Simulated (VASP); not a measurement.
A run of VASP 6.6.1 is set up as follows.

The input INCAR:

```
ALGO = Normal ; EDIFF = 1E-7
ENCUT = 520 ; GGA = PE
ISIF = 2 ; ISMEAR = -1
LASPH = T ; LCHARG = F
LREAL = F ; LWAVE = F
NBANDS = 14 ; NELM = 100
PREC = Accurate ; SIGMA = 0.02
```

The input KPOINTS:

```
k-points
0
Gamma
  8 8 8
```

Contents of POSCAR:

```
NaF
1.0
    0.0000000000      2.5312613515      2.5312613515
    2.4300108974      0.0000000000      2.5312613515
    2.4300108974      2.5312613515      0.0000000000
Na F
1 1
Direct
    0.0000000000      0.0000000000      0.0000000000
    0.2500000000      0.2500000000      0.2500000000
```

Potentials or basis: VASP PAW PBE potentials, release 64 (Na_pv, F).

Launch:

```bash
$ cat potpaw_PBE.64/Na_pv/POTCAR potpaw_PBE.64/F/POTCAR > POTCAR
$ mpirun -np 1 vasp_std > vasp.out
```

Q: Estimate the pressure.

A: 3.8 GPa.

Q: Estimate the band gap on the k mesh.

A: 5.73 eV, direct.

Stress tensor (GPa, compression positive):
```
3.69 0.00 0.00
0.00 3.80 0.00
0.00 0.00 3.80
```

Caveat: the cell differs from its parent crystal (uniaxial x strain -4.0%). A k mesh can miss the band edges.
